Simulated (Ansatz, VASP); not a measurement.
# One calculation of PbF2, two programs

INCAR

```
  PREC = Accurate
  ENCUT = 520
  EDIFF = 1E-6
  ISMEAR = 0
  SIGMA = 0.05
  LREAL = F
  LASPH = T
  NELM = 100
  ALGO = Normal
  ISIF = 2
  LWAVE = F
  LCHARG = T
  GGA = PE
  LELF = T
  LVHAR = T
  NBANDS = 21
```

Contents of KPOINTS:

```
Automatic mesh
0
Gamma
  8 8 8
```

Contents of POSCAR:

```
PbF2
1.0
    0.0000000000      2.9698500000      2.9698500000
    2.9698500000      0.0000000000      2.9698500000
    2.9698500000      2.9698500000      0.0000000000
Pb F
1 2
Direct
   -0.1093521647      0.0364507216      0.0364507216
    0.2500000000      0.2500000000      0.2500000000
    0.7500000000      0.7500000000      0.7500000000
```

Input for Ansatz:

```yaml
crystal:
  lattice:
    - [0.0, 2.96985, 2.96985]
    - [2.96985, 0.0, 2.96985]
    - [2.96985, 2.96985, 0.0]
  atoms:
    - { symbol: Pb, position: [-0.1093521647, 0.0364507216, 0.0364507216] }
    - { symbol: F, position: [0.25, 0.25, 0.25] }
    - { symbol: F, position: [0.75, 0.75, 0.75] }
basis:
  ecutwfc: 420
kpoints:
  mp_grid: { grid: [8, 8, 8] }
hamiltonian:
  xc: pbe
scf:
  occupations: { method: gaussian, width: 0.05 }
output:
  forces: true
  stress: true
  eigenvalues: true
  write_density: true
  write_potential: true
  elf: true
  volumetric_format: npy
```

Change from the starting cell: all Pb atoms moved +0.375 Å, as atom 1 towards its neighbour atom 2 (F) at 2.572 Å.

Alike in both runs: task single point; functional PBE; k mesh 8 × 8 × 8; occupations gaussian, width 0.05 eV; no spin polarisation.

```csv
,VASP,Ansatz
version,VASP 6.6.1,Ansatz 0.2.0
potentials or method,"VASP PAW PBE potentials, release 64 (Pb_d, F), cutoff 520 eV","scalar-relativistic, plane waves, PAW"
valence electrons in the cell,28,28
```

```csv
,VASP,Ansatz,Ansatz less VASP
gap on the k mesh at the Fermi level (eV),4.48,4.48,+0.004
least direct gap on the mesh (eV),4.70,4.70,+0.002
pressure (GPa),5.6,5.7,+0.16
"traceless stress, the component that is largest in VASP (GPa)",-1.93,-1.85,+0.078
rms of the force components (eV/Å),0.542,0.521,-0.0204
```

Atom by atom the forces differ by 0.020 eV/Å (rms over components). The functional is the same, so the differences come from potentials, cutoffs and numerics.

Spin-orbit coupling is off throughout.
